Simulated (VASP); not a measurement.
Re:

```
Re
1.0
     2.64968    0.00000    0.00000
    -1.32484    2.29469    0.00000
     0.00000    0.00000    2.47580
Re
1
Direct
  0.00000 0.00000 0.00000
```

Base run:

```yaml
Program: VASP 6.6.1
Functional: PBEsol
Potentials_or_basis: VASP PAW PBE potentials, release 64 (Re)
Cutoff: 520 eV
k_mesh: 9 × 9 × 8
Occupations: gaussian, width 0.1 eV
Spin: no spin polarisation
```

Its results: pressure 19.0 GPa.

Question: The run is repeated on the same cell with these changes: potentials or basis from VASP PAW PBE potentials, release 64 (Re) to VASP PAW PBE potentials, release 64 (Re_sv_GW); cutoff from 520 eV to 500 eV; further incar settings from ALGO = Normal; EDIFF = 1e-07; NBANDS = 10 to ALGO = Normal; EDIFF = 1e-06; NBANDS = 14; valence electrons from 7 to 15. What comes out?

Answer: Pressure 16.5 GPa.

Caveats: the PAW data sets were made with another functional, which shifts forces and pressure a little.
